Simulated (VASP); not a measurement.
# Os (P6_3/mmc) in VASP: a series of runs

Aim: see how the results for Os move with the level of theory and the settings. Levels: r2SCAN+D3(BJ), HSE06, r2SCAN0. Tasks: single point.

Program: VASP 6.6.1. These are calculated values, not measurements. Logs are shortened: lines on timing, memory, paths and dates and some standing lists are left out, and cuts for length are marked.

**1. The cell of the first run**

It takes space group P6_3/mmc (No. 194, hexagonal). Conventional cell: a = 2.788 Å, b = 2.788 Å, c = 4.404 Å, α = 90.00°, β = 90.00°, γ = 120.00°. Within 3.6 Å of Os (site symmetry -6m2) lie 12 Os at 2.73 to 2.79 Å.

**2. Single point, r2SCAN+D3(BJ)**

POSCAR

```
Os
1.0
    2.7877234178      0.0000000000      0.0000000000
   -1.3938617089      2.4142392985      0.0000000000
    0.0000000000      0.0000000000      4.4044215090
Os
2
Direct
    0.6666666667      0.3333333333      0.7500000000
    0.3333333333      0.6666666667      0.2500000000
```

INCAR.step1

```
ALGO     = Normal         # electronic algorithm
EDIFF    = 1E-5           # SCF threshold, eV
ENCUT    = 620            # plane-wave cutoff, eV
GGA      = PE             # functional
GGA_COMPAT= F            
ISMEAR   = -1             # smearing method
LASPH    = T              # aspherical terms in the spheres
LCHARG   = F              # write CHGCAR
LREAL    = F              # projectors in reciprocal space
LWAVE    = T              # write WAVECAR
NBANDS   = 23             # bands
NELM     = 120            # most SCF steps
PREC     = Accurate       # precision mode
SIGMA    = 0.05           # smearing width, eV
```

INCAR.step2

```
ALGO     = Normal         # electronic algorithm
EDIFF    = 1E-6           # SCF threshold, eV
ENCUT    = 620            # plane-wave cutoff, eV
GGA_COMPAT= F            
ISIF     = 2              # what is computed and relaxed
ISMEAR   = -1             # smearing method
ISTART   = 1            
IVDW     = 12             # dispersion correction
LASPH    = T              # aspherical terms in the spheres
LCHARG   = F              # write CHGCAR
LMIXTAU  = T            
LREAL    = F              # projectors in reciprocal space
LWAVE    = F              # write WAVECAR
METAGGA  = R2SCAN         # meta-GGA
NBANDS   = 23             # bands
NELM     = 120            # most SCF steps
PREC     = Accurate       # precision mode
SIGMA    = 0.05           # smearing width, eV
VDW_A1   = 0.49484001   
VDW_A2   = 5.73083694   
VDW_S6   = 1.0          
VDW_S8   = 0.78981345
```

KPOINTS

```
k-points
0
Gamma
  11 11 6
```

Potentials or basis: VASP PAW PBE potentials, release 64 (Os_sv_GW).

Launch:

```console
$ cat potpaw_PBE.64/Os_sv_GW/POTCAR > POTCAR
$ cp INCAR.step1 INCAR
$ mpirun -np 1 vasp_std > vasp.out
$ cp INCAR.step2 INCAR
$ mpirun -np 1 vasp_std > vasp.out
```

OUTCAR:

```text
EDIFF = 1E-6
   ENCUT = 620
   ISIF = 2
   ISMEAR = -1
   ISTART = 1
   IVDW = 12
   LASPH = T
   LREAL = F
   METAGGA = R2SCAN
   NELM = 120
   PREC = Accurate
 IVDW          = 12

 ion  position               nearest neighbor table
   1  0.667  0.333  0.750-   2 2.73   2 2.73   2 2.73   2 2.73   2 2.73   2 2.73
   2  0.333  0.667  0.250-   1 2.73   1 2.73   1 2.73   1 2.73   1 2.73   1 2.73

  LATTYP: Found a hexagonal cell.
 ALAT       =     2.7877234178
 C/A-ratio  =     1.5799348963

  Lattice vectors:

 A1 = (   2.7877234178,   0.0000000000,   0.0000000000)
 A2 = (  -1.3938617089,   2.4142392985,   0.0000000000)
 A3 = (   0.0000000000,   0.0000000000,   4.4044215090)

Analysis of symmetry for initial positions (statically):
=====================================================================
 Subroutine PRICEL returns:
 Original cell was already a primitive cell.

 Routine SETGRP: Setting up the symmetry group for a
 hexagonal supercell.

 Subroutine GETGRP returns: Found 24 space group operations
 (whereof 12 operations were pure point group operations)
 out of a pool of 24 trial point group operations.

The static configuration has the point symmetry D_3d.
 The point group associated with its full space group is D_6h.

Analysis of symmetry for dynamics (positions and initial velocities):
=====================================================================
 Subroutine PRICEL returns:
 Original cell was already a primitive cell.

 Routine SETGRP: Setting up the symmetry group for a
 hexagonal supercell.

 Subroutine GETGRP returns: Found 24 space group operations
 (whereof 12 operations were pure point group operations)
 out of a pool of 24 trial point group operations.

The dynamic configuration has the point symmetry D_3d.
 The point group associated with its full space group is D_6h.

 Subroutine INISYM returns: Found 24 space group operations
 (whereof 12 operations are pure point group operations),
 and found     1 'primitive' translations

----------------------------------------------------------------------------------------

                                     Primitive cell

  volume of cell :      29.6428

  direct lattice vectors                    reciprocal lattice vectors
     2.787723418  0.000000000  0.000000000     0.358715644  0.207104573  0.000000000
    -1.393861709  2.414239299  0.000000000     0.000000000  0.414209147  0.000000000
     0.000000000  0.000000000  4.404421509     0.000000000  0.000000000  0.227044573

  length of vectors
     2.787723418  2.787723418  4.404421509     0.414209147  0.414209147  0.227044573

  position of ions in fractional coordinates (direct lattice)
     0.666666667  0.333333333  0.750000000
     0.333333333  0.666666667  0.250000000

  ion indices of the primitive-cell ions
   primitive index   ion index
                 1           1
                 2           2

----------------------------------------------------------------------------------------

 KPOINTS: k-points

Automatic generation of k-mesh.
 Grid dimensions read from file:
 generate k-points for:   11   11    6

 Generating k-lattice:

  Cartesian coordinates                     Fractional coordinates (reciprocal lattice)
     0.032610513  0.018827688  0.000000000     0.090909091  0.000000000  0.000000000
     0.000000000  0.037655377  0.000000000     0.000000000  0.090909091  0.000000000
     0.000000000  0.000000000  0.037840762     0.000000000  0.000000000  0.166666667

  Length of vectors
     0.037655377  0.037655377  0.037840762

  Shift w.r.t. Gamma in fractional coordinates (k-lattice)
     0.000000000  0.000000000  0.000000000

 Subroutine IBZKPT returns following result:
 ===========================================

 Found     64 irreducible k-points:

 Following reciprocal coordinates:
            Coordinates               Weight
  0.000000  0.000000  0.000000      1.000000
  0.090909 -0.000000  0.000000      6.000000
  0.181818 -0.000000  0.000000      6.000000
  0.272727 -0.000000  0.000000      6.000000
  0.363636 -0.000000  0.000000      6.000000
  0.454545  0.000000  0.000000      6.000000
[... 16 lines left out ...]
  0.090909  0.090909  0.166667     12.000000
  0.181818  0.090909  0.166667     24.000000
 [... further k-points ...]
   k-points           NKPTS =     64   k-points in BZ     NKDIM =     64   number of bands    NBANDS=     23
   number of dos      NEDOS =    301   number of ions     NIONS =      2
   total plane-waves  NPLWV =  20736
   dimension x,y,z NGX =    24 NGY =   24 NGZ =   36
   dimension x,y,z NGXF=    48 NGYF=   48 NGZF=   72
   ions per type =               2
   NGX,Y,Z   is equivalent  to a cutoff of  14.31, 14.31, 13.59 a.u.
   NGXF,Y,Z  is equivalent  to a cutoff of  28.62, 28.62, 27.18 a.u.
 SYSTEM =  unknown system
   PREC   = accura    normal or accurate (medium, high low for compatibility)
   ISTART =      1    job   : 0-new  1-cont  2-samecut
[... 36 lines left out ...]
   LEPSILON=     F    determine dielectric tensor
   LRPA    =     F    only Hartree local field effects (RPA)
 non-spin polarized calculation
  energy-cutoff  :      620.00
  volume of cell :       29.64
 maximum number of plane-waves:      1085
 NGX is ok and might be reduce to    24
   NGX = 11   NGY = 11   NGZ = 17

 number of electron      31.9999999 magnetization

 Free energy of the ion-electron system (eV)
  ---------------------------------------------------
  ext. energy  EPLUGINS =         0.00000000
  ---------------------------------------------------
  free energy    TOTEN  =      -108.06327402 eV

  energy without entropy =     -108.04954096  energy(sigma->0) =     -108.05640749

 E-fermi :  12.4705     XC(G=0): -15.6086

 val. band max:       12.4430829568   @ k =   0.0909  -0.0000   0.3333
 cond. band min:      12.4762025376   @ k =   0.0000   0.0000   0.0000
 fundamental gap:      0.0331195809
 Fermi energy:        12.4705326361

 k-point     1 :       0.0000    0.0000    0.0000
  band No.  band energies     occupation
      1     -76.1779      2.00000
      2     -76.0779      2.00000
      3     -35.4167      2.00000
      4     -34.5908      2.00000
      5     -34.5908      2.00000
      6     -34.4332      2.00000
[... 15 lines left out ...]
     22      26.5792      0.00000
     23      28.9992      0.00000

 k-point     2 :       0.0909   -0.0000    0.0000
  band No.  band energies     occupation
      1     -76.1720      2.00000
      2     -76.0754      2.00000
      3     -35.3917      2.00000
      4     -34.6423      2.00000
      5     -34.6082      2.00000
      6     -34.4875      2.00000
[... 15 lines left out ...]
     22      27.2202      0.00000
     23      29.4016      0.00000

 k-point     3 :       0.1818   -0.0000    0.0000
  band No.  band energies     occupation
      1     -76.1562      2.00000
      2     -76.0698      2.00000
      3     -35.3210      2.00000
      4     -34.7816      2.00000
      5     -34.6536      2.00000
      6     -34.6306      2.00000
[... 15 lines left out ...]
     22      28.0923      0.00000
     23      29.7242      0.00000

 k-point     4 :       0.2727   -0.0000    0.0000
  band No.  band energies     occupation
      1     -76.1344      2.00000
      2     -76.0639      2.00000
      3     -35.2163      2.00000
      4     -34.9639      2.00000
      5     -34.8113      2.00000
      6     -34.7110      2.00000
[... 15 lines left out ...]
     22      25.5340      0.00000
     23      28.2607      0.00000

 k-point     5 :       0.3636   -0.0000    0.0000
  band No.  band energies     occupation
      1     -76.1121      2.00000
      2     -76.0605      2.00000
      3     -35.1309      2.00000
      4     -35.0980      2.00000
      5     -34.9712      2.00000
      6     -34.7618      2.00000
[... 434 lines left out ...]
 k-point    22 :       0.4545    0.0000    0.1667
  band No.  band energies     occupation
      1     -76.0943      2.00000
      2     -76.0633      2.00000
      3     -35.2834      2.00000
      4     -35.1217      2.00000
      5     -34.9127      2.00000
      6     -34.7746      2.00000
[... 15 lines left out ...]
     22      23.3563      0.00000
     23      25.3039      0.00000

 k-point    23 :       0.0909    0.0909    0.1667
  band No.  band energies     occupation
      1     -76.1552      2.00000
      2     -76.0775      2.00000
      3     -35.2932      2.00000
      4     -34.7087      2.00000
      5     -34.6663      2.00000
      6     -34.5995      2.00000
[... 15 lines left out ...]
     22      27.6952      0.00000
     23      29.7771      0.00000

 k-point    24 :       0.1818    0.0909    0.1667
  band No.  band energies     occupation
      1     -76.1372      2.00000
      2     -76.0710      2.00000
      3     -35.2318      2.00000
      4     -34.8467      2.00000
      5     -34.8041      2.00000
      6     -34.6704      2.00000
[... 15 lines left out ...]
     22      27.3589      0.00000
     23      28.4944      0.00000

 [... further k-points ...]

------------------------ aborting loop because EDIFF is reached ----------------------------------------

 Edisp (eV)   -0.57885

 E8    (eV) :    -0.2289

  FORCE on cell =-STRESS in cart. coord.  units (eV):
  Direction    XX          YY          ZZ          XY          YZ          ZX
  --------------------------------------------------------------------------------------
  -------------------------------------------------------------------------------------
  Total      -4.46306    -4.46306    -4.84866    -0.00000     0.00000    -0.00000
  in kB    -241.22594  -241.22594  -262.06767    -0.00000     0.00000    -0.00000
  external pressure =     -248.17 kB  Pullay stress =        0.00 kB

 VOLUME and BASIS-vectors are now :
 -----------------------------------------------------------------------------
  energy-cutoff  :      620.00
  volume of cell :       29.64
      direct lattice vectors                 reciprocal lattice vectors
     2.787723418  0.000000000  0.000000000     0.358715644  0.207104573  0.000000000
    -1.393861709  2.414239299  0.000000000     0.000000000  0.414209147  0.000000000
     0.000000000  0.000000000  4.404421509     0.000000000  0.000000000  0.227044573

 POSITION                                       TOTAL-FORCE (eV/Angst)
 -----------------------------------------------------------------------------------
      1.39386      0.80475      3.30332        -0.000000      0.000000      0.000000
     -0.00000      1.60949      1.10111         0.000000     -0.000000      0.000000
 -----------------------------------------------------------------------------------
    total drift:                               -0.000000      0.000000     -0.000000

  FREE ENERGIE OF THE ION-ELECTRON SYSTEM (eV)
  ---------------------------------------------------
  free  energy   TOTEN  =      -108.6421199369 eV

  energy  without entropy=     -108.6283868755  energy(sigma->0) =     -108.63525341
```

It took 74 s on 1 thread of Intel Xeon 6975P-C (Granite Rapids), shared host; peak memory 0.21 GiB.

Results:

- Free energy: -108.6421 eV
- Pressure: -24.8 GPa
- Band gap on the k mesh: zero (bands 16 and 17 overlap by 3.72 eV)
- Dispersion energy per atom: -0.289 eV

Caveat: the cell stands under tension; the PAW data sets were made with another functional, which shifts forces and pressure a little; spin-orbit coupling is left out, which moves the levels of the heavy elements.

**3. Single point, r2SCAN+D3(BJ)**

This run uses another cell than the first one, of 13.42 Å³/atom.

POSCAR

```
Os
1.0
    2.6971481730      0.0000000000      0.0000000000
   -1.3485740865      2.3357988356      0.0000000000
    0.0000000000      0.0000000000      4.2613185190
Os
2
Direct
    0.6666666667      0.3333333333      0.7500000000
    0.3333333333      0.6666666667      0.2500000000
```

INCAR.step1

```
PREC = Accurate
ENCUT = 620
ISMEAR = -1
SIGMA = 0.05
LREAL = False
LASPH = True
NELM = 120
NBANDS = 23
GGA = PE
ALGO = Normal
EDIFF = 1E-5
LWAVE = True
LCHARG = False
GGA_COMPAT = False
```

INCAR.step2

```
PREC = Accurate
ENCUT = 620
EDIFF = 1E-6
ISMEAR = -1
SIGMA = 0.05
LREAL = False
LASPH = True
NELM = 120
ALGO = Normal
ISIF = 2
LWAVE = False
LCHARG = False
METAGGA = R2SCAN
LMIXTAU = True
IVDW = 12
VDW_S6 = 1.0
VDW_S8 = 0.78981345
VDW_A1 = 0.49484001
VDW_A2 = 5.73083694
NBANDS = 23
ISTART = 1
GGA_COMPAT = False
```

KPOINTS

```
Automatic mesh
0
Gamma
  11 11 6
```

Potentials or basis: VASP PAW PBE potentials, release 64 (Os_sv_GW).

Launch:

```console
$ cat potpaw_PBE.64/Os_sv_GW/POTCAR > POTCAR
$ cp INCAR.step1 INCAR
$ mpirun -np 1 vasp_std > vasp.out
$ cp INCAR.step2 INCAR
$ mpirun -np 1 vasp_std > vasp.out
```

Run time: 3 min. Hardware: 1 thread of Intel Xeon Platinum 8259CL at 2.50GHz (Skylake/Cascade Lake), shared host; peak memory 0.21 GiB.

It converged, with:

| Quantity | Value |
| --- | --- |
| Free energy | -108.7418 eV |
| Pressure | 16.0 GPa |
| Band gap on the k mesh | zero (bands 16 and 17 overlap by 4.34 eV) |
| Dispersion energy per atom | -0.320 eV |

Stress tensor (GPa, compression positive):
```
15.72  0.00  0.00
 0.00 15.72  0.00
 0.00  0.00 16.46
```

Levels at points of the mesh, in eV from the Fermi level:
```
           k point  band 12  band 13  band 14  band 15  band 16  band 17  band 18  band 19  band 20  band 21
(0.00, 0.00, 0.00)    -3.31    -3.02    -2.38    -2.38    -1.68    -1.68     0.05     1.92     1.92    10.09
(0.00, 0.00, 0.50)    -3.87    -3.52    -3.52    -3.52    -3.52     1.06     1.06     1.06     1.06    13.63
```

Caveat: the cell stands under pressure; the PAW data sets were made with another functional, which shifts forces and pressure a little; spin-orbit coupling is left out, which moves the levels of the heavy elements.

**4. Single point, HSE06**

POSCAR

```
Os
1.0
    2.7877234178      0.0000000000      0.0000000000
   -1.3938617089      2.4142392985      0.0000000000
    0.0000000000      0.0000000000      4.4044215090
Os
2
Direct
    0.6666666667      0.3333333333      0.7500000000
    0.3333333333      0.6666666667      0.2500000000
```

INCAR.step1

```
PREC = Accurate ; ENCUT = 420
EDIFF = 1E-5 ; ISMEAR = -1
SIGMA = 0.05 ; LREAL = F
LASPH = T ; NELM = 120
ALGO = Normal ; ISIF = 2
LWAVE = T ; LCHARG = F
NBANDS = 23 ; GGA = PE
GGA_COMPAT = F
```

INCAR.step2

```
PREC = Accurate ; ENCUT = 420
EDIFF = 1E-6 ; ISMEAR = -1
SIGMA = 0.05 ; LREAL = F
LASPH = T ; NELM = 120
ALGO = Normal ; ISIF = 2
LWAVE = F ; LCHARG = F
GGA = PE ; LHFCALC = T
HFSCREEN = 0.2079 ; PRECFOCK = Normal
NBANDS = 23 ; ISTART = 1
GGA_COMPAT = F
```

KPOINTS

```
Automatic mesh
0
Gamma
  6 6 3
```

Launch:

```console
$ cat potpaw_PBE.64/Os_sv_GW/POTCAR > POTCAR
$ cp INCAR.step1 INCAR
$ mpirun -np 1 vasp_std > vasp.out
$ cp INCAR.step2 INCAR
$ mpirun -np 1 vasp_std > vasp.out
```

It took 12 min on 1 thread of Intel Xeon 6975P-C (Granite Rapids), shared host; peak memory 0.24 GiB.

It converged, with:

| Item | Value |
| --- | --- |
| Free energy | -26.3318 eV |
| Pressure | -28.2 GPa |
| Band gap on the k mesh | zero (bands 16 and 17 overlap by 4.12 eV) |

Stress tensor (GPa, compression positive):
```
-26.26   0.00   0.00
  0.00 -26.26   0.00
  0.00   0.00 -31.97
```

Levels at points of the mesh, in eV from the Fermi level:
```csv
k point,band 13,band 14,band 15,band 16,band 17,band 18,band 19,band 20
"(0.00, 0.00, 0.00)",-3.00,-2.52,-2.52,-1.90,-1.90,-0.23,1.82,1.82
"(0.50, 0.00, 0.00)",-3.17,-2.90,-2.07,2.23,2.79,2.80,4.69,6.00
```

Caveat: the k points lie up to 0.48 Å⁻¹ apart, too coarse for converged energies and pressures of a metal; the PAW data sets were made with another functional, which shifts forces and pressure a little; spin-orbit coupling is left out, which moves the levels of the heavy elements.

**5. Single point, r2SCAN0**

This run uses another cell than the first one, of 13.98 Å³/atom.

POSCAR

```
Os
1.0
    2.7341000000      0.0000000000      0.0000000000
   -1.3670500000      2.3678000565      0.0000000000
    0.0000000000      0.0000000000      4.3197000000
Os
2
Direct
    0.6666666667      0.3333333333      0.7500000000
    0.3333333333      0.6666666667      0.2500000000
```

INCAR.step1

```
ALGO = Normal ; EDIFF = 1E-5
ENCUT = 460 ; GGA = PE
GGA_COMPAT = F ; ISIF = 2
ISMEAR = -1 ; LASPH = T
LCHARG = F ; LREAL = F
LWAVE = T ; NBANDS = 23
NELM = 120 ; PREC = Accurate
SIGMA = 0.05
```

INCAR.step2

```
AEXX = 0.25 ; ALGO = Normal
EDIFF = 1E-6 ; ENCUT = 460
GGA_COMPAT = F ; ISIF = 2
ISMEAR = -1 ; ISTART = 1
LASPH = T ; LCHARG = F
LHFCALC = T ; LMIXTAU = T
LREAL = F ; LWAVE = F
METAGGA = R2SCAN ; NBANDS = 23
NELM = 120 ; PREC = Accurate
PRECFOCK = Normal ; SIGMA = 0.05
```

KPOINTS

```
k-points
0
Gamma
  6 6 3
```

Launch:

```console
$ cat potpaw_PBE.64/Os_sv_GW/POTCAR > POTCAR
$ cp INCAR.step1 INCAR
$ mpirun -np 1 vasp_std > vasp.out
$ cp INCAR.step2 INCAR
$ mpirun -np 1 vasp_std > vasp.out
```

It took 17 min on 1 thread of Intel Xeon 6975P-C (Granite Rapids), shared host; peak memory 0.16 GiB.

The run converged. Its results:

| Quantity | Value |
| --- | --- |
| Free energy | -91.2839 eV |
| Pressure | -12.9 GPa |
| Band gap on the k mesh | zero (bands 16 and 17 overlap by 5.37 eV) |

Stress tensor (GPa, compression positive):
```
-10.47   0.00   0.00
  0.00 -10.47   0.00
  0.00   0.00 -17.86
```

Levels at points of the mesh, in eV from the Fermi level:
```
           k point  band 13  band 14  band 15  band 16  band 17  band 18  band 19  band 20
(0.00, 0.00, 0.00)    -3.57    -3.05    -3.05    -2.35    -2.35    -0.53     2.51     2.51
(0.50, 0.00, 0.00)    -3.70    -3.48    -2.50     3.03     3.66     3.66     5.75     7.15
```

Caveat: the k points lie up to 0.48 Å⁻¹ apart, too coarse for converged energies and pressures of a metal; the PAW data sets were made with another functional, which shifts forces and pressure a little; spin-orbit coupling is left out, which moves the levels of the heavy elements.

**6. Summary**

| level | cell | k mesh | cutoff (eV) | grid for exact exchange (PRECFOCK) | share of exact exchange | screening parameter | gap on the mesh (eV) | pressure (GPa) |
| --- | --- | --- | --- | --- | --- | --- | --- | --- |
| r2SCAN+D3(BJ) | a = 2.788, b = 2.788, c = 4.404 Å, angles 90.0, 90.0, 120.0°, 2 atoms | 11 × 11 × 6 | 620 | - | - | - | none | -24.8 |
| r2SCAN+D3(BJ) | a = 2.697, b = 2.697, c = 4.261 Å, angles 90.0, 90.0, 120.0°, 2 atoms | 11 × 11 × 6 | 620 | - | - | - | none | 16.0 |
| HSE06 | a = 2.788, b = 2.788, c = 4.404 Å, angles 90.0, 90.0, 120.0°, 2 atoms | 6 × 6 × 3 | 420 | Normal | 0.25 | 0.2079 1/Å | none | -28.2 |
| r2SCAN0 | a = 2.734, b = 2.734, c = 4.320 Å, angles 90.0, 90.0, 120.0°, 2 atoms | 6 × 6 × 3 | 460 | Normal | 0.25 | - | none | -12.9 |

Alike in all rows: task single point; potentials or basis VASP PAW PBE potentials, release 64 (Os_sv_GW); no spin polarisation; smearing fermi-dirac 0.05 eV.

Caveats: some runs use coarse meshes; the PAW data sets were made with another functional, which shifts forces and pressure a little; spin-orbit coupling is left out, which moves the levels of the heavy elements; the cell stands under tension (at least some runs); the cell stands under pressure (at least some runs).

Absolute energies hang on the potentials; compare differences alone.

The gap in the log of VASP goes by the Fermi energy; the results here count the filled bands.